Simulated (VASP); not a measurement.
A run of VASP 6.6.1 is set up as follows.

File INCAR:

```
SYSTEM = ZrB2
ALGO     = Normal         ! electronic algorithm
EDIFF    = 1E-6           ! SCF threshold, eV
EDIFFG   = -0.002         ! ionic threshold
ENCUT    = 600            ! plane-wave cutoff, eV
IBRION   = 2              ! ionic algorithm
ISIF     = 3              ! what is computed and relaxed
ISMEAR   = 0              ! smearing method
LASPH    = .TRUE.         ! aspherical terms in the spheres
LCHARG   = .FALSE.        ! write CHGCAR
LREAL    = .FALSE.        ! projectors in reciprocal space
LWAVE    = .FALSE.        ! write WAVECAR
NELM     = 80             ! most SCF steps
NSW      = 100            ! ionic steps
PREC     = Accurate       ! precision mode
SIGMA    = 0.1            ! smearing width, eV
```

The input KPOINTS:

```
k-points
0
G
  21 21 18
  0 0 0
```

POSCAR

```
ZrB2
1.0
    3.1356928512      0.0000000000      0.0000000000
   -1.5678464256      2.7155896676      0.0000000000
    0.0000000000      0.0000000000      3.4863225682
Zr B
1 2
Direct
    0.0000000000      0.0000000000      0.0000000000
    0.3333333333      0.6666666667      0.5000000000
    0.6666666667      0.3333333333      0.5000000000
```

Potentials or basis: VASP PAW LDA potentials, release 64 (Zr_sv, B).

Launch:

```console
$ cat potpaw_LDA.64/Zr_sv/POTCAR potpaw_LDA.64/B/POTCAR > POTCAR
$ mpirun -np 1 vasp_std > vasp.out
```

(1) Predict the relaxed volume.

(2) Estimate the band gap on the k mesh.

Results:

(1) 9.90 Å³/atom.

(2) zero (band 9 reaches 11.62 eV, above the bottom of band 10 at 10.46 eV).
